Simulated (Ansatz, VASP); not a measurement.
**TiAl3: VASP beside Ansatz**

```
CELL_PARAMETERS angstrom
2.83968 0.00000 0.00000
0.00000 4.68126 0.00000
0.00000 0.00000 4.90074
ATOMIC_POSITIONS crystal
Ti 0.00000 0.50000 0.16592
Al 0.00000 0.00000 0.83590
Al 0.50000 0.00000 0.33091
Al 0.50000 0.50000 0.66727
```

Alike in both runs: task single point; functional LDA; k mesh 9 × 6 × 6; occupations fermi-dirac, width 0.05 eV; no spin polarisation.

|  | VASP | Ansatz |
| --- | --- | --- |
| version | VASP 6.6.1 | Ansatz 0.2.0 |
| potentials or method | VASP PAW LDA potentials, release 64 (Ti_sv, Al), cutoff 520 eV | all-electron LAPW, scalar-relativistic |

|  | VASP | Ansatz | Ansatz less VASP |
| --- | --- | --- | --- |
| gap on the k mesh at the Fermi level (eV) | none | none | - |
| pressure (GPa) | -5.0 | -5.1 | -0.11 |
| traceless stress, the component that is largest in VASP (GPa) | -2.07 | -2.07 | -0.005 |
| rms of the force components (eV/Å) | 0.030 | 0.031 | +0.0009 |

LDA's correlation is that of Perdew and Zunger in VASP and of Perdew and Wang (1992) in Ansatz. Atom by atom the forces differ by 0.001 eV/Å (rms over components). A gap of «none» marks a metal or a gap that the smearing closes. Ansatz ran all-electron here, and VASP with PAW potentials.
